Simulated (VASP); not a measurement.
A run of VASP 6.6.1 is set up as follows.

Contents of INCAR:

```
SYSTEM = LiTi2P3
PREC = Accurate
ENCUT = 520
EDIFF = 1E-6
ISMEAR = 0
SIGMA = 0.2
LREAL = .FALSE.
LASPH = .TRUE.
NELM = 80
ALGO = Normal
ISIF = 2
LWAVE = .FALSE.
LCHARG = .TRUE.
GGA = PE
LELF = .TRUE.
LVHAR = .TRUE.
NBANDS = 54
```

The input KPOINTS:

```
Automatic mesh
0
G
  6 6 2
  0 0 0
```

Contents of POSCAR:

```
LiTi2P3
1.0
    3.5162363154      0.0000000000      0.0000000000
   -1.7581181577      3.0451499748      0.0000000000
    0.0000000000      0.0000000000     18.3258378945
Li Ti P
2 4 6
Direct
    0.0000000000      0.0000000000      0.5000000000
    0.0000000000      0.0000000000      0.0000000000
    0.3333333333      0.6666666667      0.1688425760
    0.3333333333      0.6666666667      0.6688425760
    0.6666666667      0.3333333333      0.3311574240
    0.6666666667      0.3333333333      0.8311574240
    0.3333333333      0.6666666667      0.4075684979
    0.3333333333      0.6666666667      0.9075684979
    0.6666666667      0.3333333333      0.0924315021
    0.6666666667      0.3333333333      0.5924315021
    1.0000000000      0.0000000000      0.2500000000
    0.0000000000      1.0000000000      0.7500000000
```

Potentials or basis: VASP PAW PBE potentials, release 64 (Li_sv, Ti_sv, P).

The run is started by

```bash
$ cat potpaw_PBE.64/Li_sv/POTCAR potpaw_PBE.64/Ti_sv/POTCAR potpaw_PBE.64/P/POTCAR > POTCAR
$ mpirun -np 1 vasp_std > vasp.out
```

Question: Predict the largest force.

Answer: 0.062 eV/Å.

Question: Predict the band gap on the k mesh.

Answer: Zero (bands 42 and 43 overlap by 0.89 eV).

Forces on the atoms (eV/Å):
```
Li   0.000  0.000  0.000
Li   0.000  0.000  0.000
Ti   0.000  0.000  0.062
Ti   0.000  0.000  0.062
Ti   0.000  0.000 -0.062
Ti   0.000  0.000 -0.062
P    0.000  0.000  0.011
P    0.000  0.000  0.011
P    0.000  0.000 -0.011
P    0.000  0.000 -0.011
P    0.000  0.000  0.000
P    0.000  0.000  0.000
```
